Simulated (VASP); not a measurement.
# Al (P6_3/mmc) in VASP: relaxation of cell and atoms with r2SCAN

Aim: the relaxation of cell and atoms of Al with r2SCAN.

Program: VASP 6.6.1. These are calculated values, not measurements. Logs are shortened: lines on timing, memory, paths and dates and some standing lists are left out, and cuts for length are marked.

## 1. The cell of the first run

Symmetry: P6_3/mmc, No. 194, hexagonal system. The conventional cell has a = 2.812 Å, b = 2.812 Å, c = 4.867 Å, α = 90.00°, β = 90.00°, γ = 120.00°. Al (site symmetry -6m2) has 12 Al at 2.81 to 2.93 Å within 3.7 Å.

This isn't the form of Al at room conditions, which is fcc.

## 2. Relaxation of cell and atoms, r2SCAN, target pressure 10 GPa, at which the enthalpy is minimised

Input file POSCAR:

```
Al
1.0
    2.8124550000      0.0000000000      0.0000000000
   -1.4062275000      2.4356574770      0.0000000000
    0.0000000000      0.0000000000      4.8668500000
Al
2
Direct
    0.6666670000      0.3333330000      0.7500000000
    0.3333330000      0.6666670000      0.2500000000
```

Input file INCAR.step1:

```
  PREC = Accurate
  ENCUT = 600
  ISMEAR = 1
  SIGMA = 0.15
  LREAL = False
  LASPH = True
  NELM = 60
  GGA = PE
  ALGO = Normal
  EDIFF = 1E-4
  LWAVE = True
  LCHARG = False
```

Input file INCAR.step2:

```
  PREC = Accurate
  ENCUT = 600
  EDIFF = 1E-6
  ISMEAR = 1
  SIGMA = 0.15
  LREAL = False
  LASPH = True
  NELM = 60
  ALGO = Normal
  ISIF = 3
  LWAVE = False
  LCHARG = False
  METAGGA = R2SCAN
  LMIXTAU = True
  IBRION = 2
  NSW = 80
  EDIFFG = -0.01
  PSTRESS = 100.0
  ISTART = 1
```

Input file KPOINTS:

```
Automatic mesh
0
Gamma
  14 14 7
```

Potentials or basis: VASP PAW PBE potentials, release 64 (Al).

Run with:

```bash
$ cat potpaw_PBE.64/Al/POTCAR > POTCAR
$ cp INCAR.step1 INCAR
$ mpirun -np 1 vasp_std > vasp.out
$ cp INCAR.step2 INCAR
$ mpirun -np 1 vasp_std > vasp.out
```

OUTCAR:

```text
PREC = Accurate
   ENCUT = 600
   EDIFF = 1E-6
   ISMEAR = 1
   LREAL = False
   LASPH = True
   NELM = 60
   ISIF = 3
   METAGGA = R2SCAN
   IBRION = 2
   NSW = 80
   EDIFFG = -0.01
   PSTRESS = 100.0
   ISTART = 1

 ion  position               nearest neighbor table
   1  0.667  0.333  0.750-   2 2.93   2 2.93   2 2.93   2 2.93   2 2.93   2 2.93
   2  0.333  0.667  0.250-   1 2.93   1 2.93   1 2.93   1 2.93   1 2.93   1 2.93

  LATTYP: Found a hexagonal cell.
 ALAT       =     2.8124550000
 C/A-ratio  =     1.7304632430

  Lattice vectors:

 A1 = (   2.8124550000,   0.0000000000,   0.0000000000)
 A2 = (  -1.4062275000,   2.4356574770,   0.0000000000)
 A3 = (   0.0000000000,   0.0000000000,   4.8668500000)

Analysis of symmetry for initial positions (statically):
=====================================================================
 Subroutine PRICEL returns:
 Original cell was already a primitive cell.

 Routine SETGRP: Setting up the symmetry group for a
 hexagonal supercell.

 Subroutine GETGRP returns: Found 24 space group operations
 (whereof 12 operations were pure point group operations)
 out of a pool of 24 trial point group operations.

The static configuration has the point symmetry D_3d.
 The point group associated with its full space group is D_6h.

Analysis of symmetry for dynamics (positions and initial velocities):
=====================================================================
 Subroutine PRICEL returns:
 Original cell was already a primitive cell.

 Routine SETGRP: Setting up the symmetry group for a
 hexagonal supercell.

 Subroutine GETGRP returns: Found 24 space group operations
 (whereof 12 operations were pure point group operations)
 out of a pool of 24 trial point group operations.

The dynamic configuration has the point symmetry D_3d.
 The point group associated with its full space group is D_6h.

 Subroutine INISYM returns: Found 24 space group operations
 (whereof 12 operations are pure point group operations),
 and found     1 'primitive' translations

----------------------------------------------------------------------------------------

                                     Primitive cell

  volume of cell :      33.3388

  direct lattice vectors                    reciprocal lattice vectors
     2.812455000  0.000000000  0.000000000     0.355561245  0.205283380  0.000000000
    -1.406227500  2.435657477  0.000000000     0.000000000  0.410566760  0.000000000
     0.000000000  0.000000000  4.866850000     0.000000000  0.000000000  0.205471712

  length of vectors
     2.812455000  2.812455000  4.866850000     0.410566760  0.410566760  0.205471712

  position of ions in fractional coordinates (direct lattice)
     0.666667000  0.333333000  0.750000000
     0.333333000  0.666667000  0.250000000

  ion indices of the primitive-cell ions
   primitive index   ion index
                 1           1
                 2           2

----------------------------------------------------------------------------------------

 KPOINTS: Automatic mesh

Automatic generation of k-mesh.
 Grid dimensions read from file:
 generate k-points for:   14   14    7

 Generating k-lattice:

  Cartesian coordinates                     Fractional coordinates (reciprocal lattice)
     0.025397232  0.014663099  0.000000000     0.071428571  0.000000000  0.000000000
     0.000000000  0.029326197  0.000000000     0.000000000  0.071428571  0.000000000
     0.000000000  0.000000000  0.029353102     0.000000000  0.000000000  0.142857143

  Length of vectors
     0.029326197  0.029326197  0.029353102

  Shift w.r.t. Gamma in fractional coordinates (k-lattice)
     0.000000000  0.000000000  0.000000000

 Subroutine IBZKPT returns following result:
 ===========================================

 Found     96 irreducible k-points:

 Following reciprocal coordinates:
            Coordinates               Weight
  0.000000  0.000000  0.000000      1.000000
  0.071429 -0.000000  0.000000      6.000000
  0.142857 -0.000000  0.000000      6.000000
  0.214286  0.000000  0.000000      6.000000
  0.285714  0.000000  0.000000      6.000000
  0.357143  0.000000  0.000000      6.000000
[... 16 lines left out ...]
  0.285714  0.285714  0.000000      6.000000
  0.357143  0.285714  0.000000      6.000000
 [... further k-points ...]
   k-points           NKPTS =     96   k-points in BZ     NKDIM =     96   number of bands    NBANDS=      7
   number of dos      NEDOS =    301   number of ions     NIONS =      2
   total plane-waves  NPLWV =  23040
   dimension x,y,z NGX =    24 NGY =   24 NGZ =   40
   dimension x,y,z NGXF=    48 NGYF=   48 NGZF=   80
   ions per type =               2
   NGX,Y,Z   is equivalent  to a cutoff of  14.19, 14.19, 13.66 a.u.
   NGXF,Y,Z  is equivalent  to a cutoff of  28.37, 28.37, 27.33 a.u.
 SYSTEM =  unknown system
   PREC   = accura    normal or accurate (medium, high low for compatibility)
   ISTART =      1    job   : 0-new  1-cont  2-samecut
   ICHARG =      0    charge: 1-file 2-atom 10-const
   ISPIN  =      1    spin polarized calculation?
   LNONCOLLINEAR =      F non collinear calculations
   LSORBIT =      F    spin-orbit coupling
   LASPH  =      T    aspherical Exc in radial PAW
   ENCUT  =  600.0 eV  44.10 Ry    6.64 a.u.   5.62  5.62  9.72*2*pi/ulx,y,z
   NELM   =     60;   NELMIN=  2; NELMDL=  0     # of ELM steps
   EDIFF  = 0.1E-05   stopping-criterion for ELM
   LREAL  =      F    real-space projection
   EDIFFG = -.1E-01   stopping-criterion for IOM
   NSW    =     80    number of steps for IOM
   IBRION =      2    ionic relax: 0-MD 1-quasi-New 2-CG
   NFREE  =      1    steps in history (QN), initial steepest desc. (CG)
   ISIF   =      3    stress and relaxation
   ISYM   =      2    0-nonsym 1-usesym 2-fastsym
   POTIM  = 0.5000    time-step for ionic-motion
   TEBEG  =    0.0;   TEEND  =   0.0 temperature during run
   PSTRESS=  100.0 pullay stress
   NELECT =       6.0000    total number of electrons
   NUPDOWN=      -1.0000    fix difference up-down
   EMIN   =  10.00;   EMAX   =-10.00  energy-range for DOS
   EFERMI =   0.00;   METHOD = LEGACY
   ISMEAR =     1;   SIGMA  =   0.15  broadening in eV -4-tet -1-fermi 0-gaus
   EFERMI_NEDOS =   21; number of points for ismear=-14 and -15
   IALGO  =     38    algorithm
   IMIX   =      4    mixing-type and parameters
     AMIX     =   0.40;   BMIX     =  1.00
     AMIX_MAG =   1.60;   BMIX_MAG =  1.00
  volume/ion in A,a.u.               =      16.67       112.49
  Fermi-wavevector in a.u.,A,eV,Ry     =   0.924291  1.746656 11.623642  0.854314
  Thomas-Fermi vector in A             =   2.050021
   LORBIT       =      0    0 simple, 1 ext, 2 COOP (PROOUT), +10 PAW based schemes
   METAGGA = R2SCAN    functional components
   LHFCALC =     F    Hartree Fock is set to
   AEXX    =    0.0000 exact exchange contribution
   IVDW    =     0    specifies the selected vdW correction
   LEPSILON=     F    determine dielectric tensor
   LRPA    =     F    only Hartree local field effects (RPA)
 conjugate gradient relaxation of ions
 non-spin polarized calculation
 Methfessel and Paxton  Order N= 1 SIGMA  =   0.15
  energy-cutoff  :      600.00
  volume of cell :       33.34
 maximum number of plane-waves:      1135
 NGX is ok and might be reduce to    24
   NGX = 11   NGY = 11   NGZ = 19

--------------------------------------- Ionic step        1  -------------------------------------------

 number of electron       6.0000000 magnetization

 Free energy of the ion-electron system (eV)
  ---------------------------------------------------
  ext. energy  EPLUGINS =         0.00000000
  ---------------------------------------------------
  free energy    TOTEN  =       -13.37992859 eV

  energy without entropy =      -13.38111384  energy(sigma->0) =      -13.38032367

------------------------ aborting loop because EDIFF is reached ----------------------------------------

  FORCE on cell =-STRESS in cart. coord.  units (eV):
  Direction    XX          YY          ZZ          XY          YZ          ZX
  --------------------------------------------------------------------------------------
  -------------------------------------------------------------------------------------
  Total       -0.5266307     -0.5266307     -1.0049332      0.0000000     -0.0000000      0.0000000
  in kB      -25.3085332    -25.3085332    -48.2945395      0.0000000     -0.0000000      0.0000000
  external PRESSURE =    -132.9705353 kB  Pullay stress =     100.0000000 kB
[... 23 lines left out ...]
  enthalpy is  TOTEN    =       -11.2990862545 eV   P V=        2.0808423356

--------------------------------------- Ionic step        2  -------------------------------------------

 number of electron       6.0000000 magnetization

 E-fermi :  10.2720     XC(G=0): -11.6620

 val. band max:       10.1630465656   @ k =   0.4286   0.0714   0.0000
 cond. band min:      10.2762838245   @ k =   0.4286   0.0000   0.0000
 fundamental gap:      0.1132372589
 Fermi energy:        10.2719728901

 k-point     1 :       0.0000    0.0000    0.0000
  band No.  band energies     occupation
      1      -3.0860      2.00000
      2       4.0826      2.00000
      3       4.7768      2.00000
      4      23.2790      0.00000
      5      23.6903      0.00000
      6      23.6903      0.00000
      7      24.1713      0.00000
[... 455 lines left out ...]
  enthalpy is  TOTEN    =       -11.5009257136 eV   P V=        1.8155919531

--------------------------------------- Ionic step        8  -------------------------------------------

 number of electron       6.0000000 magnetization

 Free energy of the ion-electron system (eV)
  ---------------------------------------------------
  ext. energy  EPLUGINS =         0.00000000
  ---------------------------------------------------
  free energy    TOTEN  =       -13.31785400 eV

  energy without entropy =      -13.31778062  energy(sigma->0) =      -13.31782954

 E-fermi :   9.4660     XC(G=0): -11.3856

 val. band max:        9.4473479951   @ k =   0.4286   0.0714   0.0000
 cond. band min:       9.4876317893   @ k =   0.3571   0.2143   0.1429
 fundamental gap:      0.0402837942
 Fermi energy:         9.4659514450

 k-point     1 :       0.0000    0.0000    0.0000
  band No.  band energies     occupation
      1      -3.3754      2.00000
      2       3.7514      2.00000
      3       4.4432      2.00000
      4      22.0005      0.00000
      5      22.0005      0.00000
      6      22.1373      0.00000
      7      22.5909      0.00000
[... 259 lines left out ...]
  FREE ENERGIE OF THE ION-ELECTRON SYSTEM (eV)
  ---------------------------------------------------
  free  energy   TOTEN  =       -13.3178539994 eV

  energy  without entropy=      -13.3177806233  energy(sigma->0) =      -13.31782954

  enthalpy is  TOTEN    =       -11.5013659750 eV   P V=        1.8164880245

 reached required accuracy - stopping structural energy minimisation
```

Run time: 4.8 min. Hardware: 1 thread of Intel Xeon Platinum 8488C (Sapphire Rapids), shared host; peak memory 0.18 GiB.

What came out:

| Quantity | Value |
| --- | --- |
| Free energy | -13.3179 eV |
| Relaxed volume | 14.55 Å³/atom |
| Relaxed cell | a = 2.725 Å, b = 2.725 Å, c = 4.526 Å, α = 90.00°, β = 90.00°, γ = 120.00° |
| Space group after relaxing (to 0.1 Å) | P6_3/mmc (No. 194) |
| Energy change on relaxing (the run minimises the enthalpy) | +31.0 meV/atom |
| Ionic steps | 8 |
| Pressure after relaxing | 10.0 GPa |
| Band gap on the k mesh | zero (bands 3 and 4 overlap by 6.53 eV) |

Step by step:
| step | energy change (eV) | largest force (eV/Å) | pressure (GPa) | volume (Å³) |
| --- | --- | --- | --- | --- |
| 1 | 0.0000 | 0.0000 | -3.30 | 33.34 |
| 2 | 0.2622 | 0.0000 | 21.15 | 27.10 |
| 3 | 0.0653 | 0.0000 | 10.12 | 29.18 |
| 4 | 0.0620 | 0.0000 | 10.06 | 29.14 |
| 5 | 0.0617 | 0.0000 | 9.99 | 29.12 |
| 6 | 0.0670 | 0.0000 | 10.15 | 29.06 |
| 7 | 0.0634 | 0.0000 | 10.04 | 29.09 |
| 8 | 0.0621 | 0.0000 | 10.00 | 29.10 |

Final structure:
```xyz
2
Lattice="2.7249 0.0000 0.0000 -1.3625 2.3599 0.0000 0.0000 0.0000 4.5259" Properties=species:S:1:pos:R:3 pbc="T T T"
Al    1.3625    0.7866    3.3944
Al    0.0000    1.5732    1.1315
```

Caveat: the cell is relaxed towards a set pressure, so the run minimises the enthalpy, not the energy; the PAW data sets were made with another functional, which shifts forces and pressure a little.
